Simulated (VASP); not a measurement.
# Rh (P6_3/mmc) in VASP: a series of runs

The runs below take Rh through single point, with PBE.

All numbers are computed with VASP 6.6.1; they aren't measurements. Logs are shortened: lines on timing, memory, paths and dates and some standing lists are left out, and cuts for length are marked.

## (1) The cell of the first run

It takes space group P6_3/mmc (No. 194, hexagonal). The conventional cell has a = 2.561 Å, b = 2.561 Å, c = 4.385 Å, α = 90.00°, β = 90.00°, γ = 120.00°. Within 3.4 Å of Rh (site symmetry -6m2) lie 12 Rh at 2.56 to 2.64 Å.

This isn't the form of Rh at room conditions, which is fcc.

## (2) Single point, PBE (strain -0.0600 x Voigt [1, 1, 0, 0, 0, 0])

INCAR

```
PREC     = Accurate       # precision mode
ENCUT    = 520            # plane-wave cutoff, eV
EDIFF    = 1E-7           # SCF threshold, eV
ISMEAR   = 0              # smearing method
SIGMA    = 0.15           # smearing width, eV
LREAL    = F              # projectors in reciprocal space
LASPH    = T              # aspherical terms in the spheres
NELM     = 100            # most SCF steps
ALGO     = Fast           # electronic algorithm
ISIF     = 2              # what is computed and relaxed
LWAVE    = F              # write WAVECAR
LCHARG   = T              # write CHGCAR
GGA      = PE             # functional
LELF     = T              # ELF
LVHAR    = T            
NBANDS   = 22             # bands
```

KPOINTS

```
Automatic mesh
0
Gamma
  24 24 14
```

POSCAR

```
Rh
1.0
    2.5613017760      0.0000000000      0.0000000000
   -1.2806508880      2.2181524048      0.0000000000
    0.0000000000      0.0000000000      4.3848426969
Rh
2
Direct
    0.6666666667      0.3333333333      0.7500000000
    0.3333333333      0.6666666667      0.2500000000
```

Potentials or basis: VASP PAW PBE potentials, release 64 (Rh_pv).

Started as:

```bash
$ cat potpaw_PBE.64/Rh_pv/POTCAR > POTCAR
$ mpirun -np 1 vasp_std > vasp.out
```

OUTCAR:

```text
PREC = Accurate
   ENCUT = 520
   EDIFF = 1E-7
   ISMEAR = 0
   LREAL = F
   LASPH = T
   NELM = 100
   ISIF = 2
   GGA = PE

 ion  position               nearest neighbor table
   1  0.667  0.333  0.750-   2 2.64   2 2.64   2 2.64   2 2.64   2 2.64   2 2.64
   2  0.333  0.667  0.250-   1 2.64   1 2.64   1 2.64   1 2.64   1 2.64   1 2.64

  LATTYP: Found a hexagonal cell.
 ALAT       =     2.5613017760
 C/A-ratio  =     1.7119586368

  Lattice vectors:

 A1 = (   2.5613017760,   0.0000000000,   0.0000000000)
 A2 = (  -1.2806508880,   2.2181524048,   0.0000000000)
 A3 = (   0.0000000000,   0.0000000000,   4.3848426969)

Analysis of symmetry for initial positions (statically):
=====================================================================
 Subroutine PRICEL returns:
 Original cell was already a primitive cell.

 Routine SETGRP: Setting up the symmetry group for a
 hexagonal supercell.

 Subroutine GETGRP returns: Found 24 space group operations
 (whereof 12 operations were pure point group operations)
 out of a pool of 24 trial point group operations.

The static configuration has the point symmetry D_3d.
 The point group associated with its full space group is D_6h.

Analysis of symmetry for dynamics (positions and initial velocities):
=====================================================================
 Subroutine PRICEL returns:
 Original cell was already a primitive cell.

 Routine SETGRP: Setting up the symmetry group for a
 hexagonal supercell.

 Subroutine GETGRP returns: Found 24 space group operations
 (whereof 12 operations were pure point group operations)
 out of a pool of 24 trial point group operations.

The dynamic configuration has the point symmetry D_3d.
 The point group associated with its full space group is D_6h.

 Subroutine INISYM returns: Found 24 space group operations
 (whereof 12 operations are pure point group operations),
 and found     1 'primitive' translations

----------------------------------------------------------------------------------------

                                     Primitive cell

  volume of cell :      24.9119

  direct lattice vectors                    reciprocal lattice vectors
     2.561301776  0.000000000  0.000000000     0.390426466  0.225412825  0.000000000
    -1.280650888  2.218152405  0.000000000     0.000000000  0.450825650  0.000000000
     0.000000000  0.000000000  4.384842697     0.000000000  0.000000000  0.228058352

  length of vectors
     2.561301776  2.561301776  4.384842697     0.450825650  0.450825650  0.228058352

  position of ions in fractional coordinates (direct lattice)
     0.666666667  0.333333333  0.750000000
     0.333333333  0.666666667  0.250000000

  ion indices of the primitive-cell ions
   primitive index   ion index
                 1           1
                 2           2

----------------------------------------------------------------------------------------

 KPOINTS: Automatic mesh

Automatic generation of k-mesh.
 Grid dimensions read from file:
 generate k-points for:   24   24   14

 Generating k-lattice:

  Cartesian coordinates                     Fractional coordinates (reciprocal lattice)
     0.016267769  0.009392201  0.000000000     0.041666667 -0.000000000  0.000000000
     0.000000000  0.018784402  0.000000000     0.000000000  0.041666667  0.000000000
     0.000000000  0.000000000  0.016289882     0.000000000  0.000000000  0.071428571

  Length of vectors
     0.018784402  0.018784402  0.016289882

  Shift w.r.t. Gamma in fractional coordinates (k-lattice)
     0.000000000  0.000000000  0.000000000

 Subroutine IBZKPT returns following result:
 ===========================================

 Found    488 irreducible k-points:

 Following reciprocal coordinates:
            Coordinates               Weight
  0.000000  0.000000  0.000000      1.000000
  0.041667 -0.000000  0.000000      6.000000
  0.083333  0.000000  0.000000      6.000000
  0.125000 -0.000000  0.000000      6.000000
  0.166667 -0.000000  0.000000      6.000000
  0.208333 -0.000000  0.000000      6.000000
[... 16 lines left out ...]
  0.416667  0.041667  0.000000     12.000000
  0.458333  0.041667  0.000000     12.000000
 [... further k-points ...]
   k-points           NKPTS =    488   k-points in BZ     NKDIM =    488   number of bands    NBANDS=     22
   number of dos      NEDOS =    301   number of ions     NIONS =      2
   total plane-waves  NPLWV =  14400
   dimension x,y,z NGX =    20 NGY =   20 NGZ =   36
   dimension x,y,z NGXF=    40 NGYF=   40 NGZF=   72
   ions per type =               2
   NGX,Y,Z   is equivalent  to a cutoff of  12.98, 12.98, 13.65 a.u.
   NGXF,Y,Z  is equivalent  to a cutoff of  25.96, 25.96, 27.30 a.u.
 SYSTEM =  unknown system
   PREC   = accura    normal or accurate (medium, high low for compatibility)
   ISTART =      0    job   : 0-new  1-cont  2-samecut
   ICHARG =      2    charge: 1-file 2-atom 10-const
   ISPIN  =      1    spin polarized calculation?
   LNONCOLLINEAR =      F non collinear calculations
   LSORBIT =      F    spin-orbit coupling
   LASPH  =      T    aspherical Exc in radial PAW
   ENCUT  =  520.0 eV  38.22 Ry    6.18 a.u.   4.76  4.76  8.15*2*pi/ulx,y,z
   NELM   =    100;   NELMIN=  2; NELMDL= -5     # of ELM steps
   EDIFF  = 0.1E-06   stopping-criterion for ELM
   LREAL  =      F    real-space projection
   EDIFFG = 0.1E-05   stopping-criterion for IOM
   NSW    =      0    number of steps for IOM
   IBRION =     -1    ionic relax: 0-MD 1-quasi-New 2-CG
   NFREE  =      0    steps in history (QN), initial steepest desc. (CG)
   ISIF   =      2    stress and relaxation
   ISYM   =      2    0-nonsym 1-usesym 2-fastsym
   POTIM  = 0.5000    time-step for ionic-motion
   TEBEG  =    0.0;   TEEND  =   0.0 temperature during run
   PSTRESS=    0.0 pullay stress
   NELECT =      30.0000    total number of electrons
   NUPDOWN=      -1.0000    fix difference up-down
   EMIN   =  10.00;   EMAX   =-10.00  energy-range for DOS
   EFERMI =   0.00;   METHOD = LEGACY
   ISMEAR =     0;   SIGMA  =   0.15  broadening in eV -4-tet -1-fermi 0-gaus
   EFERMI_NEDOS =   21; number of points for ismear=-14 and -15
   IALGO  =     68    algorithm
   IMIX   =      4    mixing-type and parameters
     AMIX     =   0.40;   BMIX     =  1.00
     AMIX_MAG =   1.60;   BMIX_MAG =  1.00
  volume/ion in A,a.u.               =      12.46        84.06
  Fermi-wavevector in a.u.,A,eV,Ry     =   1.741726  3.291385 41.274768  3.033610
  Thomas-Fermi vector in A             =   2.814128
   LORBIT       =      0    0 simple, 1 ext, 2 COOP (PROOUT), +10 PAW based schemes
   GGA     = PE    functional components
   LHFCALC =     F    Hartree Fock is set to
   AEXX    =    0.0000 exact exchange contribution
   IVDW    =     0    specifies the selected vdW correction
   LEPSILON=     F    determine dielectric tensor
   LRPA    =     F    only Hartree local field effects (RPA)
 non-spin polarized calculation
 RMM-DIIS sequential band-by-band and
 Gauss-broadening in eV      SIGMA  =   0.15
  energy-cutoff  :      520.00
  volume of cell :       24.91
 maximum number of plane-waves:       684
 NGX is ok and might be reduce to    20
   NGX =  9   NGY =  9   NGZ = 17

 number of electron      30.0000006 magnetization

 Free energy of the ion-electron system (eV)
  ---------------------------------------------------
  ext. energy  EPLUGINS =         0.00000000
  ---------------------------------------------------
  free energy    TOTEN  =       -13.99326810 eV

  energy without entropy =      -13.96325449  energy(sigma->0) =      -13.97826129

 E-fermi :  13.8630     XC(G=0): -14.6743

 val. band max:       13.8618052503   @ k =   0.3750   0.2083   0.0000
 cond. band min:      13.8631136844   @ k =   0.5000  -0.0000   0.2143
 fundamental gap:      0.0013084342
 Fermi energy:        13.8630186743

 k-point     1 :       0.0000    0.0000    0.0000
  band No.  band energies     occupation
      1     -33.6523      2.00000
      2     -32.8074      2.00000
      3     -32.8074      2.00000
      4     -32.7406      2.00000
      5     -32.7013      2.00000
      6     -32.7013      2.00000
[... 14 lines left out ...]
     21      31.2696      0.00000
     22      32.7289      0.00000

 k-point     2 :       0.0417   -0.0000    0.0000
  band No.  band energies     occupation
      1     -33.6466      2.00000
      2     -32.8233      2.00000
      3     -32.8120      2.00000
      4     -32.7419      2.00000
      5     -32.7176      2.00000
      6     -32.7041      2.00000
[... 14 lines left out ...]
     21      31.3721      0.00000
     22      32.8421      0.00000

 k-point     3 :       0.0833    0.0000    0.0000
  band No.  band energies     occupation
      1     -33.6300      2.00000
      2     -32.8699      2.00000
      3     -32.8256      2.00000
      4     -32.7651      2.00000
      5     -32.7460      2.00000
      6     -32.7124      2.00000
[... 14 lines left out ...]
     21      31.6641      0.00000
     22      33.1450      0.00000

 k-point     4 :       0.1250   -0.0000    0.0000
  band No.  band energies     occupation
      1     -33.6029      2.00000
      2     -32.9439      2.00000
      3     -32.8468      2.00000
      4     -32.8400      2.00000
      5     -32.7530      2.00000
      6     -32.7258      2.00000
[... 14 lines left out ...]
     21      32.0881      0.00000
     22      33.4837      0.00000

 k-point     5 :       0.1667   -0.0000    0.0000
  band No.  band energies     occupation
      1     -33.5665      2.00000
      2     -33.0402      2.00000
      3     -32.9363      2.00000
      4     -32.8741      2.00000
      5     -32.7631      2.00000
      6     -32.7437      2.00000
[... 417 lines left out ...]
 k-point    22 :       0.3750    0.0417    0.0000
  band No.  band energies     occupation
      1     -33.6304      2.00000
      2     -33.5056      2.00000
      3     -33.2812      2.00000
      4     -33.0450      2.00000
      5     -32.8819      2.00000
      6     -32.8693      2.00000
[... 14 lines left out ...]
     21      29.0436      0.00000
     22      29.1076      0.00000

 k-point    23 :       0.4167    0.0417    0.0000
  band No.  band energies     occupation
      1     -33.6886      2.00000
      2     -33.5594      2.00000
      3     -33.2399      2.00000
      4     -33.0616      2.00000
      5     -32.9066      2.00000
      6     -32.8816      2.00000
[... 14 lines left out ...]
     21      28.4528      0.00000
     22      28.6722      0.00000

 k-point    24 :       0.4583    0.0417    0.0000
  band No.  band energies     occupation
      1     -33.7187      2.00000
      2     -33.5872      2.00000
      3     -33.2156      2.00000
      4     -33.0702      2.00000
      5     -32.9222      2.00000
      6     -32.8879      2.00000
[... 14 lines left out ...]
     21      28.1239      0.00000
     22      28.4066      0.00000

 [... further k-points ...]
[... 5 lines left out ...]
  --------------------------------------------------------------------------------------
  -------------------------------------------------------------------------------------
  Total        8.1943180      8.1943180      4.3969735      0.0000000      0.0000000      0.0000000
  in kB      527.0080466    527.0080467    282.7862419      0.0000000      0.0000000      0.0000000
  external PRESSURE =     445.6007784 kB  Pullay stress =       0.0000000 kB

 VOLUME and BASIS-vectors are now :
 -----------------------------------------------------------------------------
  energy-cutoff  :      520.00
  volume of cell :       24.91
      direct lattice vectors                 reciprocal lattice vectors
     2.561301776  0.000000000  0.000000000     0.390426466  0.225412825  0.000000000
    -1.280650888  2.218152405  0.000000000     0.000000000  0.450825650  0.000000000
     0.000000000  0.000000000  4.384842697     0.000000000  0.000000000  0.228058352

 POSITION                                       TOTAL-FORCE (eV/Angst)
 -----------------------------------------------------------------------------------
      1.28065      0.73938      3.28863         0.000000     -0.000000      0.000000
     -0.00000      1.47877      1.09621        -0.000000      0.000000      0.000000
 -----------------------------------------------------------------------------------
    total drift:                               -0.000000      0.000000     -0.000000

  FREE ENERGIE OF THE ION-ELECTRON SYSTEM (eV)
  ---------------------------------------------------
  free  energy   TOTEN  =       -13.9932680997 eV

  energy  without entropy=      -13.9632544877  energy(sigma->0) =      -13.97826129
```

Wall time 6.7 min (1 thread of AMD EPYC 7R43 (Zen 3), shared host); peak memory 0.27 GiB.

Results:

```yaml
Free_energy: -13.9933 eV
Pressure: 44.6 GPa
Band_gap_on_the_k_mesh: zero (bands 15 and 16 overlap by 3.09 eV)
```

Caveat: the cell differs from its parent crystal (strain -0.0600 x Voigt [1, 1, 0, 0, 0, 0]); the cell stands under pressure.

## (3) Single point, PBE (strain -0.0450 x Voigt [1, 1, 0, 0, 0, 0])

INCAR

```
SYSTEM = Rh
ALGO = Fast
EDIFF = 1E-7
ENCUT = 520
GGA = PE
ISIF = 2
ISMEAR = 0
LASPH = .True.
LCHARG = .False.
LREAL = .False.
LWAVE = .False.
NBANDS = 22
NELM = 80
PREC = Accurate
SIGMA = 0.15
```

KPOINTS

```
k-points
0
Gamma
  24 24 14
  0 0 0
```

POSCAR

```
Rh
1.0
    2.6021736128      0.0000000000      0.0000000000
   -1.3010868064      2.2535484538      0.0000000000
    0.0000000000      0.0000000000      4.3848426969
Rh
2
Direct
    0.6666666667      0.3333333333      0.7500000000
    0.3333333333      0.6666666667      0.2500000000
```

Potentials or basis: VASP PAW PBE potentials, release 64 (Rh_pv).

Started as:

```bash
$ cat potpaw_PBE.64/Rh_pv/POTCAR > POTCAR
$ mpirun -np 1 vasp_std > vasp.out
```

Wall time 8 min (1 thread of AMD EPYC 7R43 (Zen 3), shared host); peak memory 0.27 GiB.

Results (log left out):

| Item | Value |
| --- | --- |
| Free energy | -14.2129 eV |
| Pressure | 30.4 GPa |
| Band gap on the k mesh | zero (bands 15 and 16 overlap by 2.87 eV) |

Stress tensor (GPa, compression positive):
```
35.53  0.00  0.00
 0.00 35.53  0.00
 0.00  0.00 20.01
```

Levels at points of the mesh, in eV from the Fermi level:
```
           k point  band 13  band 14  band 15  band 16  band 17  band 18
(0.00, 0.00, 0.00)    -2.84    -1.78    -1.78     0.21     0.21     0.26
(0.50, 0.00, 0.00)    -2.19     0.61     0.74     1.01     3.40     5.69
(0.00, 0.00, 0.50)    -3.38    -3.38    -0.42    -0.42    -0.42    -0.42
(0.50, 0.00, 0.50)    -0.32    -0.32     0.90     0.90     2.88     2.88
```

Caveat: the cell differs from its parent crystal (strain -0.0450 x Voigt [1, 1, 0, 0, 0, 0]); the cell stands under pressure.

## (4) Single point, PBE (strain -0.0300 x Voigt [1, 1, 0, 0, 0, 0])

INCAR

```
PREC = Accurate
ENCUT = 520
EDIFF = 1E-7
ISMEAR = 0
SIGMA = 0.15
LREAL = False
LASPH = True
NELM = 60
ALGO = Fast
ISIF = 2
LWAVE = False
LCHARG = False
GGA = PE
NBANDS = 22
```

KPOINTS

```
Automatic mesh
0
Gamma
  24 24 14
```

POSCAR

```
Rh
1.0
    2.6430454497      0.0000000000      0.0000000000
   -1.3215227248      2.2889445028      0.0000000000
    0.0000000000      0.0000000000      4.3848426969
Rh
2
Direct
    0.6666666667      0.3333333333      0.7500000000
    0.3333333333      0.6666666667      0.2500000000
```

Potentials or basis: VASP PAW PBE potentials, release 64 (Rh_pv).

Started as:

```bash
$ cat potpaw_PBE.64/Rh_pv/POTCAR > POTCAR
$ mpirun -np 1 vasp_std > vasp.out
```

OUTCAR:

```text
PREC = Accurate
   ENCUT = 520
   EDIFF = 1E-7
   ISMEAR = 0
   LREAL = False
   LASPH = True
   NELM = 60
   ISIF = 2
   GGA = PE

 ion  position               nearest neighbor table
   1  0.667  0.333  0.750-   2 2.67   2 2.67   2 2.67   2 2.67   2 2.67   2 2.67
   2  0.333  0.667  0.250-   1 2.67   1 2.67   1 2.67   1 2.67   1 2.67   1 2.67

  LATTYP: Found a hexagonal cell.
 ALAT       =     2.6430454497
 C/A-ratio  =     1.6590114625

  Lattice vectors:

 A1 = (   2.6430454497,   0.0000000000,   0.0000000000)
 A2 = (  -1.3215227248,   2.2889445028,   0.0000000000)
 A3 = (   0.0000000000,   0.0000000000,   4.3848426969)

Analysis of symmetry for initial positions (statically):
=====================================================================
 Subroutine PRICEL returns:
 Original cell was already a primitive cell.

 Routine SETGRP: Setting up the symmetry group for a
 hexagonal supercell.

 Subroutine GETGRP returns: Found 24 space group operations
 (whereof 12 operations were pure point group operations)
 out of a pool of 24 trial point group operations.

The static configuration has the point symmetry D_3d.
[... 155 lines left out ...]
 number of electron      30.0000002 magnetization

 Free energy of the ion-electron system (eV)
  ---------------------------------------------------
  ext. energy  EPLUGINS =         0.00000000
  ---------------------------------------------------
  free energy    TOTEN  =       -14.35667501 eV

  energy without entropy =      -14.32270456  energy(sigma->0) =      -14.33968979

 E-fermi :  12.6557     XC(G=0): -14.2630

 val. band max:       12.6530110081   @ k =   0.3333   0.2500   0.0714
 cond. band min:      12.6563231963   @ k =   0.2917   0.2917   0.3571
 fundamental gap:      0.0033121881
 Fermi energy:        12.6557183661

 k-point     1 :       0.0000    0.0000    0.0000
  band No.  band energies     occupation
      1     -34.6526      2.00000
      2     -33.9435      2.00000
      3     -33.9435      2.00000
      4     -33.8558      2.00000
      5     -33.8394      2.00000
      6     -33.8394      2.00000
[... 589 lines left out ...]
     21      26.0921      0.00000
     22      27.0487      0.00000

 [... further k-points ...]
[... 5 lines left out ...]
  --------------------------------------------------------------------------------------
  -------------------------------------------------------------------------------------
  Total        3.5350219      3.5350219      2.0932736      0.0000000      0.0000000      0.0000000
  in kB      213.5053605    213.5053605    126.4278227      0.0000000      0.0000000      0.0000000
  external PRESSURE =     184.4795146 kB  Pullay stress =       0.0000000 kB

 VOLUME and BASIS-vectors are now :
 -----------------------------------------------------------------------------
  energy-cutoff  :      520.00
  volume of cell :       26.53
      direct lattice vectors                 reciprocal lattice vectors
     2.643045450  0.000000000  0.000000000     0.378351420  0.218441294  0.000000000
    -1.321522725  2.288944503  0.000000000     0.000000000  0.436882589  0.000000000
     0.000000000  0.000000000  4.384842697     0.000000000  0.000000000  0.228058352

 POSITION                                       TOTAL-FORCE (eV/Angst)
 -----------------------------------------------------------------------------------
      1.32152      0.76298      3.28863        -0.000000     -0.000000      0.000000
     -0.00000      1.52596      1.09621         0.000000      0.000000      0.000000
 -----------------------------------------------------------------------------------
    total drift:                               -0.000000      0.000000     -0.000000

  FREE ENERGIE OF THE ION-ELECTRON SYSTEM (eV)
  ---------------------------------------------------
  free  energy   TOTEN  =       -14.3566750146 eV

  energy  without entropy=      -14.3227045608  energy(sigma->0) =      -14.33968979
```

Wall time 8.4 min (1 thread of AMD EPYC 7R43 (Zen 3), shared host); peak memory 0.28 GiB.

What came out:

- Free energy: -14.3567 eV
- Pressure: 18.4 GPa
- Band gap on the k mesh: zero (bands 15 and 16 overlap by 2.66 eV)

Stress tensor (GPa, compression positive):
```
21.35  0.00  0.00
 0.00 21.35  0.00
 0.00  0.00 12.64
```

Levels at points of the mesh, in eV from the Fermi level:
```csv
k point,band 12,band 13,band 14,band 15,band 16,band 17,band 18,band 19
"(0.00, 0.00, 0.00)",-2.69,-2.69,-1.82,-1.82,0.17,0.17,0.44,8.64
"(0.50, 0.00, 0.00)",-2.44,-2.17,0.61,0.61,0.89,3.23,5.45,10.63
"(0.00, 0.00, 0.50)",-3.26,-3.26,-3.26,-0.43,-0.43,-0.43,-0.43,14.78
"(0.50, 0.00, 0.50)",-1.67,-0.31,-0.31,0.77,0.77,2.78,2.78,9.80
```

Caveat: the cell differs from its parent crystal (strain -0.0300 x Voigt [1, 1, 0, 0, 0, 0]); the cell stands under pressure.

[end of part 1 of 2]
